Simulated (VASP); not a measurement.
A run of VASP 6.6.1:

POSCAR

```
SnSe2
1.0
    1.9122916108      1.1040620762      6.3350940812
   -1.9122916108      1.1040620762      6.3350940812
    0.0000000000     -2.2081241525      6.3350940812
Sn Se
1 2
Direct
    0.0012524126      0.0037933431     -0.0089089975
    0.2442511146      0.2513839179      0.2542709577
    0.7538663690      0.7429135415      0.7591212359
```

The input INCAR.step1:

```
SYSTEM = SnSe2
  ALGO = Normal
  EDIFF = 1E-4
  ENCUT = 520
  GGA = PE
  ISMEAR = -1
  LASPH = .True.
  LCHARG = .False.
  LREAL = .False.
  LWAVE = .True.
  NBANDS = 20
  NELM = 60
  PREC = Accurate
  SIGMA = 0.039
```

File INCAR.step2:

```
SYSTEM = SnSe2
  ALGO = Normal
  EDIFF = 1E-7
  ENCUT = 520
  ISIF = 2
  ISMEAR = -1
  ISTART = 1
  LASPH = .True.
  LCHARG = .False.
  LMIXTAU = .True.
  LREAL = .False.
  LWAVE = .False.
  METAGGA = R2SCAN
  NBANDS = 20
  NELM = 60
  PREC = Accurate
  SIGMA = 0.039
```

The input KPOINTS:

```
k-points
0
Gamma
  4 4 4
  0 0 0
```

Potentials or basis: VASP PAW PBE potentials, release 64 (Sn_d, Se).

Command:

```sh
$ cat potpaw_PBE.64/Sn_d/POTCAR potpaw_PBE.64/Se/POTCAR > POTCAR
$ cp INCAR.step1 INCAR
$ mpirun -np 1 vasp_std > vasp.out
$ cp INCAR.step2 INCAR
$ mpirun -np 1 vasp_std > vasp.out
```

Hardware: 1 thread of AMD EPYC 7R13 (shared host).

Question: Estimate the wall time of this run.

Answer: It took 23 min on 1 thread of AMD EPYC 7R13, with other jobs on the host, peak memory 0.36 GiB. Counts: k points 36.
